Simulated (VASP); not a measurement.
# Rb4Sb (Im-3m) in VASP: further runs

The runs below take Rb4Sb through relaxation of cell and atoms, with PBE.

All numbers are computed with VASP 6.6.1; they aren't measurements. Logs are shortened: lines on timing, memory, paths and dates and some standing lists are left out, and cuts for length are marked.

**1. The cell of the first run**

It takes space group Im-3m (No. 229, cubic). The conventional cell has a = 9.604 Å, b = 9.604 Å, c = 9.604 Å, α = 90.00°, β = 90.00°, γ = 90.00°. Within 5.5 Å of Rb (site symmetry -3m) lie 2 Sb at 4.16 Å and 6 Rb at 4.80 Å. Within 5.5 Å of Sb (site symmetry m-3m) lie 8 Rb at 4.16 Å.

The cell was generated, and may not be a known phase.

**2. Relaxation of cell and atoms, PBE**

File INCAR:

```
PREC = Accurate
ENCUT = 600
EDIFF = 1E-6
ISMEAR = 0
SIGMA = 0.1
LREAL = F
LASPH = T
NELM = 80
ALGO = Fast
ISIF = 3
LWAVE = F
LCHARG = F
GGA = PE
IBRION = 2
NSW = 90
EDIFFG = -0.04
```

File KPOINTS:

```
Automatic mesh
0
Gamma
  4 4 4
```

File POSCAR:

```
Rb4Sb
1.0
   -4.8022311200      4.8022311200      4.8022311200
    4.8022311200     -4.8022311200      4.8022311200
    4.8022311200      4.8022311200     -4.8022311200
Rb Sb
4 1
Direct
    0.5000000000      0.5000000000      0.5000000000
    0.0000000000      0.0000000000      0.5000000000
    0.0000000000      0.5000000000      0.0000000000
    0.5000000000      0.0000000000      0.0000000000
    0.0000000000      0.0000000000      0.0000000000
```

Potentials or basis: VASP PAW PBE potentials, release 64 (Rb_sv, Sb).

The run is started by

```bash
$ cat potpaw_PBE.64/Rb_sv/POTCAR potpaw_PBE.64/Sb/POTCAR > POTCAR
$ mpirun -np 1 vasp_std > vasp.out
```

OUTCAR:

```text
PREC = Accurate
   ENCUT = 600
   EDIFF = 1E-6
   ISMEAR = 0
   LREAL = F
   LASPH = T
   NELM = 80
   ISIF = 3
   GGA = PE
   IBRION = 2
   NSW = 90
   EDIFFG = -0.04

 ion  position               nearest neighbor table
   1  0.500  0.500  0.500-   5 4.16   5 4.16   4 4.80   2 4.80   4 4.80   3 4.80   2 4.80   3 4.80

   2  0.000  0.000  0.500-   5 4.16   5 4.16   4 4.80   1 4.80   3 4.80   3 4.80   4 4.80   1 4.80

   3  0.000  0.500  0.000-   5 4.16   5 4.16   4 4.80   1 4.80   2 4.80   2 4.80   1 4.80   4 4.80

   4  0.500  0.000  0.000-   5 4.16   5 4.16   3 4.80   1 4.80   1 4.80   2 4.80   2 4.80   3 4.80

   5  0.000  0.000  0.000-   1 4.16   2 4.16   3 4.16   4 4.16   2 4.16   3 4.16   4 4.16   1 4.16

  LATTYP: Found a body centered cubic cell.
 ALAT       =     9.6044622400

  Lattice vectors:

 A1 = (  -4.8022311200,   4.8022311200,   4.8022311200)
 A2 = (   4.8022311200,  -4.8022311200,   4.8022311200)
 A3 = (   4.8022311200,   4.8022311200,  -4.8022311200)

Analysis of symmetry for initial positions (statically):
=====================================================================
 Subroutine PRICEL returns:
 Original cell was already a primitive cell.

 Routine SETGRP: Setting up the symmetry group for a
 body centered cubic supercell.

 Subroutine GETGRP returns: Found 48 space group operations
 (whereof 48 operations were pure point group operations)
 out of a pool of 48 trial point group operations.

The static configuration has the point symmetry O_h .

Analysis of symmetry for dynamics (positions and initial velocities):
=====================================================================
 Subroutine PRICEL returns:
 Original cell was already a primitive cell.

 Routine SETGRP: Setting up the symmetry group for a
 body centered cubic supercell.

 Subroutine GETGRP returns: Found 48 space group operations
 (whereof 48 operations were pure point group operations)
 out of a pool of 48 trial point group operations.

The dynamic configuration has the point symmetry O_h .

 Subroutine INISYM returns: Found 48 space group operations
 (whereof 48 operations are pure point group operations),
 and found     1 'primitive' translations

----------------------------------------------------------------------------------------

                                     Primitive cell

  volume of cell :     442.9851

  direct lattice vectors                    reciprocal lattice vectors
    -4.802231120  4.802231120  4.802231120     0.000000000  0.104118271  0.104118271
     4.802231120 -4.802231120  4.802231120     0.104118271  0.000000000  0.104118271
     4.802231120  4.802231120 -4.802231120     0.104118271  0.104118271  0.000000000

  length of vectors
     8.317708290  8.317708290  8.317708290     0.147245471  0.147245471  0.147245471

  position of ions in fractional coordinates (direct lattice)
     0.500000000  0.500000000  0.500000000
     0.000000000  0.000000000  0.500000000
     0.000000000  0.500000000  0.000000000
     0.500000000  0.000000000  0.000000000
     0.000000000  0.000000000  0.000000000

  ion indices of the primitive-cell ions
   primitive index   ion index
                 1           1
                 2           2
                 3           3
                 4           4
                 5           5

----------------------------------------------------------------------------------------

 KPOINTS: Automatic mesh

Automatic generation of k-mesh.
 Grid dimensions read from file:
 generate k-points for:    4    4    4

 Generating k-lattice:

  Cartesian coordinates                     Fractional coordinates (reciprocal lattice)
     0.000000000  0.026029568  0.026029568     0.250000000  0.000000000  0.000000000
     0.026029568  0.000000000  0.026029568     0.000000000  0.250000000  0.000000000
     0.026029568  0.026029568  0.000000000     0.000000000  0.000000000  0.250000000

  Length of vectors
     0.036811368  0.036811368  0.036811368

  Shift w.r.t. Gamma in fractional coordinates (k-lattice)
     0.000000000  0.000000000  0.000000000

 Subroutine IBZKPT returns following result:
 ===========================================

 Found      8 irreducible k-points:

 Following reciprocal coordinates:
            Coordinates               Weight
  0.000000  0.000000  0.000000      1.000000
  0.250000  0.000000  0.000000     12.000000
  0.500000  0.000000  0.000000      6.000000
  0.250000  0.250000  0.000000     24.000000
  0.250000  0.250000  0.250000      2.000000
 -0.250000  0.250000  0.250000      6.000000
  0.500000  0.500000  0.250000     12.000000
  0.500000  0.500000  0.500000      1.000000
   k-points           NKPTS =      8   k-points in BZ     NKDIM =      8   number of bands    NBANDS=     24
   number of dos      NEDOS =    301   number of ions     NIONS =      5
   total plane-waves  NPLWV = 343000
   dimension x,y,z NGX =    70 NGY =   70 NGZ =   70
   dimension x,y,z NGXF=   140 NGYF=  140 NGZF=  140
   ions per type =               4   1
   NGX,Y,Z   is equivalent  to a cutoff of  13.99, 13.99, 13.99 a.u.
   NGXF,Y,Z  is equivalent  to a cutoff of  27.98, 27.98, 27.98 a.u.
 SYSTEM =  unknown system
   PREC   = accura    normal or accurate (medium, high low for compatibility)
   ISTART =      0    job   : 0-new  1-cont  2-samecut
   ICHARG =      2    charge: 1-file 2-atom 10-const
   ISPIN  =      1    spin polarized calculation?
   LNONCOLLINEAR =      F non collinear calculations
   LSORBIT =      F    spin-orbit coupling
   LASPH  =      T    aspherical Exc in radial PAW
   ENCUT  =  600.0 eV  44.10 Ry    6.64 a.u.  16.61 16.61 16.61*2*pi/ulx,y,z
   NELM   =     80;   NELMIN=  2; NELMDL= -5     # of ELM steps
   EDIFF  = 0.1E-05   stopping-criterion for ELM
   LREAL  =      F    real-space projection
   EDIFFG = -.4E-01   stopping-criterion for IOM
   NSW    =     90    number of steps for IOM
   IBRION =      2    ionic relax: 0-MD 1-quasi-New 2-CG
   NFREE  =      1    steps in history (QN), initial steepest desc. (CG)
   ISIF   =      3    stress and relaxation
   ISYM   =      2    0-nonsym 1-usesym 2-fastsym
   POTIM  = 0.5000    time-step for ionic-motion
   TEBEG  =    0.0;   TEEND  =   0.0 temperature during run
   PSTRESS=    0.0 pullay stress
   NELECT =      41.0000    total number of electrons
   NUPDOWN=      -1.0000    fix difference up-down
   EMIN   =  10.00;   EMAX   =-10.00  energy-range for DOS
   EFERMI =   0.00;   METHOD = LEGACY
   ISMEAR =     0;   SIGMA  =   0.10  broadening in eV -4-tet -1-fermi 0-gaus
   EFERMI_NEDOS =   21; number of points for ismear=-14 and -15
   IALGO  =     68    algorithm
   IMIX   =      4    mixing-type and parameters
     AMIX     =   0.40;   BMIX     =  1.00
     AMIX_MAG =   1.60;   BMIX_MAG =  1.00
  volume/ion in A,a.u.               =      88.60       597.88
  Fermi-wavevector in a.u.,A,eV,Ry     =   0.740525  1.399389  7.461126  0.548377
  Thomas-Fermi vector in A             =   1.834948
   LORBIT       =      0    0 simple, 1 ext, 2 COOP (PROOUT), +10 PAW based schemes
   GGA     = PE    functional components
   LHFCALC =     F    Hartree Fock is set to
   AEXX    =    0.0000 exact exchange contribution
   IVDW    =     0    specifies the selected vdW correction
   LEPSILON=     F    determine dielectric tensor
   LRPA    =     F    only Hartree local field effects (RPA)
 conjugate gradient relaxation of ions
 non-spin polarized calculation
 RMM-DIIS sequential band-by-band and
 Gauss-broadening in eV      SIGMA  =   0.10
  energy-cutoff  :      600.00
  volume of cell :      442.99
 maximum number of plane-waves:     14832
 NGX is ok and might be reduce to    70
   NGX = 33   NGY = 33   NGZ = 33

--------------------------------------- Ionic step        1  -------------------------------------------

 number of electron      41.0000000 magnetization

 Free energy of the ion-electron system (eV)
  ---------------------------------------------------
  ext. energy  EPLUGINS =         0.00000000
  ---------------------------------------------------
  free energy    TOTEN  =        -8.46922507 eV

  energy without entropy =       -8.44424385  energy(sigma->0) =       -8.45673446

------------------------ aborting loop because EDIFF is reached ----------------------------------------

  FORCE on cell =-STRESS in cart. coord.  units (eV):
  Direction    XX          YY          ZZ          XY          YZ          ZX
  --------------------------------------------------------------------------------------
  -------------------------------------------------------------------------------------
  Total       -2.7276242     -2.7276242     -2.7276242      0.0000000      0.0000000     -0.0000000
  in kB       -9.8652013     -9.8652013     -9.8652013      0.0000000      0.0000000     -0.0000000
  external PRESSURE =      -9.8652013 kB  Pullay stress =       0.0000000 kB
[... 141 lines left out ...]
  energy  without entropy=       -8.4170719391  energy(sigma->0) =       -8.42986954

--------------------------------------- Ionic step        5  -------------------------------------------

 number of electron      41.0000000 magnetization

 Free energy of the ion-electron system (eV)
  ---------------------------------------------------
  ext. energy  EPLUGINS =         0.00000000
  ---------------------------------------------------
  free energy    TOTEN  =        -8.87732644 eV

  energy without entropy =       -8.85339542  energy(sigma->0) =       -8.86536093

 E-fermi :   0.7028     XC(G=0):  -6.0289

 val. band max:        0.6322307474   @ k =   0.5000   0.0000   0.0000
 cond. band min:       0.7314891931   @ k =   0.2500   0.2500   0.0000
 fundamental gap:      0.0992584457
 Fermi energy:         0.7027918605

 k-point     1 :       0.0000    0.0000    0.0000
  band No.  band energies     occupation
      1     -27.8861      2.00000
      2     -27.8697      2.00000
      3     -27.8697      2.00000
      4     -27.8697      2.00000
      5     -12.1410      2.00000
      6     -12.1410      2.00000
[... 237 lines left out ...]
  FREE ENERGIE OF THE ION-ELECTRON SYSTEM (eV)
  ---------------------------------------------------
  free  energy   TOTEN  =        -8.8773264398 eV

  energy  without entropy=       -8.8533954227  energy(sigma->0) =       -8.86536093

 reached required accuracy - stopping structural energy minimisation
```

Run time: 22 min. Hardware: 1 thread of Intel Xeon Platinum 8259CL at 2.50GHz (Skylake/Cascade Lake), shared host; peak memory 0.79 GiB.

What came out:

* Free energy: -8.8773 eV
* Relaxed volume: 68.56 Å³/atom
* Relaxed cell: a = 7.636 Å, b = 7.636 Å, c = 7.636 Å, α = 109.47°, β = 109.47°, γ = 109.47°
* Space group after relaxing (to 0.1 Å): Im-3m (No. 229)
* Energy gained by relaxing: 81.6 meV/atom
* Ionic steps: 5
* Pressure after relaxing: -0.1 GPa
* Band gap on the k mesh: zero (an odd number of electrons rules out a gap without spin polarisation)

Step by step:
| step | energy change (eV) | largest force (eV/Å) | pressure (GPa) | volume (Å³) |
| --- | --- | --- | --- | --- |
| 1 | 0.0000 | 0.0000 | -0.99 | 442.99 |
| 2 | -0.1940 | 0.0000 | -0.82 | 408.92 |
| 3 | -0.3888 | 0.0000 | -0.32 | 357.38 |
| 4 | 0.0266 | 0.0000 | 2.45 | 267.67 |
| 5 | -0.4081 | 0.0000 | -0.09 | 342.81 |

Final structure:
```
Rb Sb
1.0
    -4.40891    4.40891    4.40891
     4.40891   -4.40891    4.40891
     4.40891    4.40891   -4.40891
Rb Sb
4 1
Direct
  0.50000 0.50000 0.50000
  0.00000 0.00000 0.50000
  0.00000 0.50000 0.00000
  0.50000 0.00000 0.00000
  0.00000 0.00000 0.00000
```

Caveat: the volume moved by over 15 % at a fixed basis, so the end points are rough; spin-orbit coupling is left out, which moves the levels of the heavy elements.

**3. Relaxation of cell and atoms, PBE**

This run uses another cell than the first one, of 64.96 Å³/atom.

File INCAR:

```
PREC     = Accurate       # precision mode
ENCUT    = 600            # plane-wave cutoff, eV
EDIFF    = 1E-6           # SCF threshold, eV
ISMEAR   = 0              # smearing method
SIGMA    = 0.1            # smearing width, eV
LREAL    = False          # projectors in reciprocal space
LASPH    = True           # aspherical terms in the spheres
NELM     = 60             # most SCF steps
ALGO     = Fast           # electronic algorithm
ISIF     = 3              # what is computed and relaxed
LWAVE    = False          # write WAVECAR
LCHARG   = False          # write CHGCAR
GGA      = PE             # functional
IBRION   = 2              # ionic algorithm
NSW      = 100            # ionic steps
EDIFFG   = -0.01          # ionic threshold
```

File KPOINTS:

```
regular mesh
0
Gamma
  6 6 6
```

POSCAR, as its differences from that of step 2:

```diff
@@ -2,5 +2,5 @@
 1.0
-   -4.8022311200      4.8022311200      4.8022311200
-    4.8022311200     -4.8022311200      4.8022311200
-    4.8022311200      4.8022311200     -4.8022311200
+   -4.3303721460      4.3303721460      4.3303721460
+    4.3303721460     -4.3303721460      4.3303721460
+    4.3303721460      4.3303721460     -4.3303721460
 Rb Sb
```

Potentials or basis: VASP PAW PBE potentials, release 64 (Rb_sv, Sb).

The run is started by

```bash
$ cat potpaw_PBE.64/Rb_sv/POTCAR potpaw_PBE.64/Sb/POTCAR > POTCAR
$ mpirun -np 1 vasp_std > vasp.out
```

Wall time 10 min (1 thread of Intel Xeon Platinum 8259CL at 2.50GHz (Skylake/Cascade Lake), shared host); peak memory 0.58 GiB.

Results (log left out):

```yaml
Free_energy: -8.8908 eV
Relaxed_volume: 67.35 Å³/atom
Relaxed_cell: a = 7.591 Å, b = 7.591 Å, c = 7.591 Å, α = 109.47°, β = 109.47°, γ = 109.47°
Space_group_after_relaxing_to_0.1_Å: Im-3m (No. 229)
Energy_gained_by_relaxing: 1.9 meV/atom
Ionic_steps: 3
Pressure_after_relaxing: 0.0 GPa
Band_gap_on_the_k_mesh: zero (an odd number of electrons rules out a gap without spin polarisation)
```

The path:
```tsv
step	energy change (eV)	largest force (eV/Å)	pressure (GPa)	volume (Å³)
1	0.0000	0.0000	0.26	324.81
2	-0.0063	0.0000	0.15	329.79
3	-0.0097	0.0000	0.01	336.74
```

Final structure:
```
Rb Sb
1.0
    -4.38273    4.38273    4.38273
     4.38273   -4.38273    4.38273
     4.38273    4.38273   -4.38273
Rb Sb
4 1
Direct
  0.50000 0.50000 0.50000
  0.00000 0.00000 0.50000
  0.00000 0.50000 0.00000
  0.50000 0.00000 0.00000
  0.00000 0.00000 0.00000
```

Levels at points of the mesh, in eV from the Fermi level:
| k point | band 16 | band 17 | band 18 | band 19 | band 20 | band 21 | band 22 | band 23 | band 24 |
| --- | --- | --- | --- | --- | --- | --- | --- | --- | --- |
| (0.00, 0.00, 0.00) | -12.41 | -7.82 | -1.29 | -0.50 | -0.50 | -0.50 | 0.87 | 0.87 | 2.06 |
| (0.50, 0.00, 0.00) | -12.48 | -7.70 | -1.53 | -0.92 | -0.66 | -0.07 | 0.42 | 1.38 | 1.41 |
| (0.50, 0.50, 0.50) | -12.46 | -7.59 | -1.38 | -1.38 | -1.38 | 0.54 | 0.54 | 1.06 | 1.06 |

Caveat: spin-orbit coupling is left out, which moves the levels of the heavy elements.

The gap in the log of VASP goes by the Fermi energy; the results here count the filled bands.